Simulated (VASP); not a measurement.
Write the native input for VASP 6.6.1 that does the following.

| Property | Result |
| --- | --- |
| Task | single point |
| Functional | PBE |
| Potentials or basis | VASP PAW PBE potentials, release 64 (In_d, P) |
| Cutoff | 400 eV |
| k mesh | 8 × 8 × 8 |
| Occupations | fermi-dirac, width 0.1 eV |
| Spin | no spin polarisation |
| Dipole correction | no |
| k mesh for the DOS | 12 × 12 × 12 |
| Occupations for the DOS | tetrahedron |
| Further INCAR settings | ALGO = Normal; EDIFF = 1e-06; NBANDS = 16 |

Crystal: InP.

```
In P
1.0
     0.00000    2.93082    2.93082
     2.93082    0.00000    2.93082
     2.93082    2.93082    0.00000
In P
1 1
Direct
  0.00000 0.00000 0.00000
  0.25000 0.25000 0.25000
```

The input as run:

POSCAR

```
InP
1.0
    0.0000000000      2.9308210000      2.9308210000
    2.9308210000      0.0000000000      2.9308210000
    2.9308210000      2.9308210000      0.0000000000
In P
1 1
Direct
    0.0000000000      0.0000000000      0.0000000000
    0.2500000000      0.2500000000      0.2500000000
```

INCAR.step1

```
PREC = Accurate
ENCUT = 400
EDIFF = 1E-6
ISMEAR = -1
SIGMA = 0.1
LREAL = False
LASPH = True
NELM = 120
ALGO = Normal
ISIF = 2
LWAVE = False
LCHARG = True
GGA = PE
NBANDS = 16
GGA_COMPAT = False
NEDOS = 2001
LORBIT = 11
```

KPOINTS.step1

```
regular mesh
0
Gamma
  8 8 8
```

INCAR.step2

```
PREC = Accurate
ENCUT = 400
EDIFF = 1E-6
ISMEAR = -5
SIGMA = 0.1
LREAL = False
LASPH = True
NELM = 120
ALGO = Normal
ISIF = 2
LWAVE = False
LCHARG = False
GGA = PE
LORBIT = 11
NBANDS = 16
NEDOS = 2001
ICHARG = 11
GGA_COMPAT = False
```

KPOINTS.step2

```
regular mesh
0
Gamma
  12 12 12
```

Potentials or basis: VASP PAW PBE potentials, release 64 (In_d, P).

Launch:

```sh
$ cat potpaw_PBE.64/In_d/POTCAR potpaw_PBE.64/P/POTCAR > POTCAR
$ cp INCAR.step1 INCAR
$ cp KPOINTS.step1 KPOINTS
$ mpirun -np 1 vasp_std > vasp.out
$ cp INCAR.step2 INCAR
$ cp KPOINTS.step2 KPOINTS
$ mpirun -np 1 vasp_std > vasp.out
```

Results of the run:

```
Valence electrons inside the program's atomic spheres : In 11.50; P 2.53
```

Wall time 71 s on 1 thread of Intel Xeon 8259CL (shared host), peak memory 0.17 GiB.
